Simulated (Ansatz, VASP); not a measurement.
**HfC in VASP and in Ansatz**

INCAR

```
  PREC = Accurate
  ENCUT = 520
  EDIFF = 1E-6
  ISMEAR = -1
  SIGMA = 0.08
  LREAL = False
  LASPH = True
  NELM = 80
  ALGO = Normal
  ISIF = 2
  LWAVE = False
  LCHARG = False
  GGA = PE
  NBANDS = 14
```

The input KPOINTS:

```
Automatic mesh
0
Gamma
  14 14 13
```

POSCAR

```
HfC
1.0
    2.8574416285      0.0000000000      0.0000000000
   -1.4287208142      2.4746170401      0.0000000000
    0.0000000000      0.0000000000      2.6903072938
Hf C
1 1
Direct
    0.0000000000      0.0000000000      0.0000000000
    0.3333333333      0.6666666667      0.5000000000
```

Input for Ansatz:

```yaml
crystal:
  lattice:
    - [2.8574416285, 0.0, 0.0]
    - [-1.4287208142, 2.4746170401, 0.0]
    - [0.0, 0.0, 2.6903072938]
  atoms:
    - { symbol: Hf, position: [0.0, 0.0, 0.0] }
    - { symbol: C, position: [0.3333333333, 0.6666666667, 0.5] }
kpoints:
  mp_grid: { grid: [14, 14, 13] }
scf:
  occupations: { method: fermi_dirac, width: 0.08 }
hamiltonian:
  xc: pbe
  pseudopotentials: { kind: all_electron, lapw: { basis_error: 0.001 } }
output:
  forces: true
  stress: true
  eigenvalues: true
  populations: true
```

Change from the starting cell: volume scaled by 0.72, LAPW.

Alike in both runs: task single point; functional PBE; k mesh 14 × 14 × 13; occupations fermi-dirac, width 0.08 eV; no spin polarisation.

|  | VASP | Ansatz |
| --- | --- | --- |
| version | VASP 6.6.1 | Ansatz 0.2.0 |
| potentials or method | VASP PAW PBE potentials, release 64 (Hf_pv, C), cutoff 520 eV | all-electron LAPW, scalar-relativistic |

```tsv
	VASP	Ansatz	Ansatz less VASP
pressure (GPa)	119.4	119.5	+0.09
traceless stress, the component that is largest in VASP (GPa)	-0.90	0.20	+1.093
```

Both programs put the cell under a high pressure, so it lies far from rest at this level. Ansatz ran all-electron here, and VASP with PAW potentials.

Spin-orbit coupling is off throughout. Noted on VASP's run: the cell as given lies far from equilibrium.
